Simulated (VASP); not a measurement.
# SnO (P2_1) in VASP: further runs, part 2 of 2

VASP 6.6.1. The steps go on from the part before.

**3. Single point, PBEsol (the part above a cut slid along it)**

Input file INCAR:

```
PREC = Accurate ; ENCUT = 520
EDIFF = 1E-7 ; ISMEAR = 0
SIGMA = 0.05 ; LREAL = False
LASPH = True ; NELM = 100
ALGO = Normal ; ISIF = 2
LWAVE = False ; LCHARG = True
GGA = PS ; LELF = True
LVHAR = True ; NBANDS = 50
```

Input file KPOINTS:

```
Automatic mesh
0
Gamma
  7 8 3
```

Input file POSCAR:

```
SnO
1.0
    0.0000000000      0.0000000000     -3.8941645687
   -3.3156086772      0.0000000000      0.0000000000
   -1.3262434709     11.4100010796      0.0000000000
Sn O
4 4
Direct
    0.4738257379     -0.3467576243      0.8668940608
    0.4738257379     -0.1467576243      0.3668940608
    0.9738257379      0.4467576243      0.1331059392
    0.9738257379      0.2467576243      0.6331059392
    0.2761732621     -0.0770713260      0.1926783149
    0.2761732621     -0.2770713260      0.6926783149
    0.7761732621      0.1770713260      0.8073216851
    0.7761732621      0.3770713260      0.3073216851
```

Potentials or basis: VASP PAW PBE potentials, release 64 (Sn_d, O).

Command:

```
$ cat potpaw_PBE.64/Sn_d/POTCAR potpaw_PBE.64/O/POTCAR > POTCAR
$ mpirun -np 1 vasp_std > vasp.out
```

OUTCAR:

```text
PREC = Accurate
   ENCUT = 520
   EDIFF = 1E-7
   ISMEAR = 0
   LREAL = False
   LASPH = True
   NELM = 100
   ISIF = 2
   GGA = PS

 ion  position               nearest neighbor table
   1  0.474  0.653  0.867-   6 2.13   7 2.14   7 2.14   3 3.62   3 3.62   4 3.70   4 3.70   4 3.70
                             4 3.70
   2  0.474  0.853  0.367-   5 2.13   8 2.14   8 2.14   3 3.70   3 3.70   3 3.70   3 3.70
   3  0.974  0.447  0.133-   8 2.13   5 2.14   5 2.14   1 3.62   1 3.62   2 3.70   2 3.70   2 3.70
                             2 3.70
   4  0.974  0.247  0.633-   7 2.13   6 2.14   6 2.14   1 3.70   1 3.70   1 3.70   1 3.70
   5  0.276  0.923  0.193-   2 2.13   3 2.14   3 2.14
   6  0.276  0.723  0.693-   1 2.13   4 2.14   4 2.14
   7  0.776  0.177  0.807-   4 2.13   1 2.14   1 2.14
   8  0.776  0.377  0.307-   3 2.13   2 2.14   2 2.14

  LATTYP: Found a simple monoclinic cell.
 ALAT       =     3.3156086772
 B/A-ratio  =     1.1744946246
 C/A-ratio  =     3.4644681172
 COS(beta)  =    -0.1154578384

  Lattice vectors:

 A1 = (  -3.3156086772,   0.0000000000,   0.0000000000)
 A2 = (   0.0000000000,   0.0000000000,  -3.8941645687)
 A3 = (   1.3262434709, -11.4100010796,   0.0000000000)

Analysis of symmetry for initial positions (statically):
=====================================================================
 Subroutine PRICEL returns:
 Original cell was already a primitive cell.

 Routine SETGRP: Setting up the symmetry group for a
 simple monoclinic supercell.

 Subroutine GETGRP returns: Found  2 space group operations
 (whereof  1 operations were pure point group operations)
 out of a pool of  4 trial point group operations.

The static configuration has the point symmetry C_1 .
 The point group associated with its full space group is C_2 .

Analysis of symmetry for dynamics (positions and initial velocities):
[... 146 lines left out ...]
  Fermi-wavevector in a.u.,A,eV,Ry     =   1.335623  2.523961 24.271264  1.783888
  Thomas-Fermi vector in A             =   2.464312
   LORBIT       =      0    0 simple, 1 ext, 2 COOP (PROOUT), +10 PAW based schemes
   GGA     = PS    functional components
   LHFCALC =     F    Hartree Fock is set to
   AEXX    =    0.0000 exact exchange contribution
   IVDW    =     0    specifies the selected vdW correction
   LEPSILON=     F    determine dielectric tensor
   LRPA    =     F    only Hartree local field effects (RPA)
 non-spin polarized calculation
 Gauss-broadening in eV      SIGMA  =   0.05
  energy-cutoff  :      520.00
  volume of cell :      147.32
 maximum number of plane-waves:      3986
 NGX is ok and might be reduce to    30
   NGX = 15   NGY = 13   NGZ = 43

 number of electron      80.0000019 magnetization

 Free energy of the ion-electron system (eV)
  ---------------------------------------------------
  ext. energy  EPLUGINS =         0.00000000
  ---------------------------------------------------
  free energy    TOTEN  =       -47.61021443 eV

  energy without entropy =      -47.61021443  energy(sigma->0) =      -47.61021443

 E-fermi :   6.1706     XC(G=0): -10.2284

 val. band max:        5.9050591908   @ k =   0.0000   0.5000   0.0000
 cond. band min:       6.8416482749   @ k =   0.0000   0.5000   0.0000
 fundamental gap:      0.9365890841
 Fermi energy:         6.1705636637

 k-point     1 :       0.0000    0.0000    0.0000
  band No.  band energies     occupation
      1     -15.5640      2.00000
      2     -15.5577      2.00000
      3     -15.2023      2.00000
      4     -15.2015      2.00000
      5     -15.1158      2.00000
      6     -15.1062      2.00000
[... 1261 lines left out ...]
     49      13.2647      0.00000
     50      13.5781      0.00000

 [... further k-points ...]

------------------------ aborting loop because EDIFF is reached ----------------------------------------

  FORCE on cell =-STRESS in cart. coord.  units (eV):
  Direction    XX          YY          ZZ          XY          YZ          ZX
  --------------------------------------------------------------------------------------
  -------------------------------------------------------------------------------------
  Total        0.3182103      0.6472686      0.6540179      0.1650172      0.0000000      0.0000000
  in kB        3.4606810      7.0393385      7.1127404      1.7946362      0.0000000      0.0000000
  external PRESSURE =       5.8709200 kB  Pullay stress =       0.0000000 kB

 VOLUME and BASIS-vectors are now :
 -----------------------------------------------------------------------------
  energy-cutoff  :      520.00
  volume of cell :      147.32
      direct lattice vectors                 reciprocal lattice vectors
     0.000000000  0.000000000 -3.894164569     0.000000000  0.000000000 -0.256794489
    -3.315608677  0.000000000  0.000000000    -0.301603747 -0.035056964  0.000000000
    -1.326243471 11.410001080  0.000000000     0.000000000  0.087642411  0.000000000

 POSITION                                       TOTAL-FORCE (eV/Angst)
 -----------------------------------------------------------------------------------
     -3.31561      9.89126     -1.84516        -0.055000     -0.027926      0.051726
     -3.31561      4.18626     -1.84516         0.008060      0.104368      0.005274
     -1.65780      1.51874     -3.79224         0.055000      0.027926      0.051726
     -1.65780      7.22374     -3.79224        -0.008060     -0.104368      0.005274
     -3.31561      2.19846     -1.07546         0.011848     -0.146906     -0.053610
     -3.31561      7.90346     -1.07546         0.020374     -0.062840     -0.003390
     -1.65780      9.21154     -3.02255        -0.011848      0.146906     -0.053610
     -1.65780      3.50654     -3.02255        -0.020374      0.062840     -0.003390
 -----------------------------------------------------------------------------------
    total drift:                               -0.000144     -0.000005     -0.001192

  FREE ENERGIE OF THE ION-ELECTRON SYSTEM (eV)
  ---------------------------------------------------
  free  energy   TOTEN  =       -47.6102144285 eV

  energy  without entropy=      -47.6102144285  energy(sigma->0) =      -47.61021443
```

OSZICAR:

```text
N       E                     dE             d eps       ncg     rms          rms(c)
DAV:   1     0.105266545474E+04    0.10527E+04   -0.38112E+04  5678   0.243E+03
DAV:   2     0.163000358220E+03   -0.88967E+03   -0.85150E+03  5264   0.689E+02
DAV:   3    -0.367258415438E+02   -0.19973E+03   -0.18997E+03  5986   0.248E+02
DAV:   4    -0.537440216650E+02   -0.17018E+02   -0.16736E+02  6026   0.762E+01
DAV:   5    -0.543686458342E+02   -0.62462E+00   -0.62274E+00  6068   0.149E+01    0.154E+01
DAV:   6    -0.476763769242E+02    0.66923E+01   -0.27453E+01  8304   0.498E+01    0.685E+00
DAV:   7    -0.476972990663E+02   -0.20922E-01   -0.43151E+00  5706   0.957E+00    0.383E+00
DAV:   8    -0.476470532761E+02    0.50246E-01   -0.93598E-01  7612   0.525E+00    0.131E+00
DAV:   9    -0.476080055014E+02    0.39048E-01   -0.14688E-01  7976   0.372E+00    0.336E-01
DAV:  10    -0.476115701686E+02   -0.35647E-02   -0.23869E-02  7102   0.136E+00    0.278E-01
DAV:  11    -0.476101499893E+02    0.14202E-02   -0.42251E-03  7182   0.617E-01    0.674E-02
DAV:  12    -0.476102544412E+02   -0.10445E-03   -0.18302E-03  6636   0.201E-01    0.640E-02
DAV:  13    -0.476102375170E+02    0.16924E-04   -0.10132E-04  6548   0.792E-02    0.479E-02
DAV:  14    -0.476102188251E+02    0.18692E-04   -0.36447E-05  7862   0.411E-02    0.233E-02
DAV:  15    -0.476102142650E+02    0.45601E-05   -0.19148E-05  6936   0.264E-02    0.330E-03
DAV:  16    -0.476102144752E+02   -0.21017E-06   -0.13037E-06  7182   0.113E-02    0.355E-03
DAV:  17    -0.476102144285E+02    0.46664E-07   -0.19278E-07  3870   0.347E-03
   1 F= -.47610214E+02 E0= -.47610214E+02  d E =-.984057E-16
```

stdout:

```text
POSCAR found type information on POSCAR SnO
 POSCAR found :  2 types and       8 ions
 scaLAPACK will be used
 -----------------------------------------------------------------------------
|                                                                             |
|                                                                             |
|     You enforced a specific xc type in the INCAR file but a different       |
|     I HOPE YOU KNOW WHAT YOU ARE DOING!                                     |
|                                                                             |
 -----------------------------------------------------------------------------

 LDA part: xc-table for (Slater+PW92), standard interpolation
 POSCAR, INCAR and KPOINTS ok, starting setup
 FFT: planning ... GRIDC
 FFT: planning ... GRID_SOFT
 FFT: planning ... GRID
 WAVECAR not read
 entering main loop
```

It took 14 min on 1 thread of Oxide Virtual Turin-like, shared host; peak memory 0.39 GiB.

Results:

```yaml
Free_energy: -47.6102 eV
Pressure: 0.6 GPa
Largest_force: 0.157 eV/Å
Band_gap_on_the_k_mesh: 0.94 eV
```

Forces on the atoms (eV/Å):
```
Sn  -0.055 -0.028  0.052
Sn   0.008  0.104  0.005
Sn   0.055  0.028  0.052
Sn  -0.008 -0.104  0.005
O    0.012 -0.147 -0.054
O    0.020 -0.063 -0.003
O   -0.012  0.147 -0.054
O   -0.020  0.063 -0.003
```

Stress tensor (GPa, compression positive):
```
0.35 0.18 0.00
0.18 0.70 0.00
0.00 0.00 0.71
```

Levels at points of the mesh, in eV from the valence-band top:
```tsv
k point	band 36	band 37	band 38	band 39	band 40	band 41	band 42	band 43	band 44	band 45
(0.00, 0.00, 0.00)	-3.02	-2.51	-2.13	-1.90	-0.20	2.92	2.97	3.03	4.13	4.81
(0.00, 0.50, 0.00)	-3.04	-2.43	-1.46	-1.44	0.00	0.94	1.89	2.02	2.44	5.48
```

Caveat: the cell differs from its parent crystal (the part above a cut slid along it); the PAW data sets were made with another functional, which shifts forces and pressure a little; spin-orbit coupling is left out, which moves the levels of the heavy elements.
